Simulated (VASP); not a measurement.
**CuI: single point with PBEsol**

The system is CuI.

```
CELL_PARAMETERS angstrom
3.88386 0.00000 0.00000
0.00000 3.88386 0.00000
0.00000 0.00000 5.83290
ATOMIC_POSITIONS crystal
I 0.00000 0.50000 0.70751
I 0.50000 0.00000 0.29249
Cu 0.00000 0.00000 0.00000
Cu 0.50000 0.50000 0.00000
```

```
Program             : VASP 6.6.1
Task                : single point
Functional          : PBEsol
Potentials or basis : VASP PAW PBE potentials, release 64 (I, Cu)
Cutoff              : 520 eV
k mesh              : 7 × 7 × 4
Occupations         : fermi-dirac, width 0.05 eV
Spin                : no spin polarisation
```

```json
{
  "Pressure": "5.2 GPa",
  "Largest force": "0.022 eV/Å",
  "Band gap on the k mesh": "1.48 eV, direct"
}
```

Forces in eV/Å, atoms in the order of the input:
```
I    0.000  0.000 -0.022
I    0.000  0.000  0.022
Cu   0.000  0.000  0.000
Cu   0.000  0.000  0.000
```

Levels at points of the mesh, in eV from the valence-band top:
| k point | band 15 | band 16 | band 17 | band 18 | band 19 | band 20 | band 21 | band 22 |
| --- | --- | --- | --- | --- | --- | --- | --- | --- |
| (0.00, 0.00, 0.00) | -1.68 | -1.50 | 0.00 | 0.00 | 1.48 | 2.84 | 3.25 | 4.36 |
| (0.00, 0.00, 0.50) | -1.75 | -1.68 | -0.97 | -0.97 | 3.42 | 3.50 | 3.59 | 3.96 |

Wall time 53 s on 1 thread of Intel(R) Xeon(R) Platinum 8488C (Sapphire Rapids), with other jobs on the host, peak memory 0.23 GiB.

Caveat: the PAW data sets were made with another functional, which shifts forces and pressure a little; spin-orbit coupling is left out, which moves the levels of the heavy elements. A k mesh can miss the band edges.
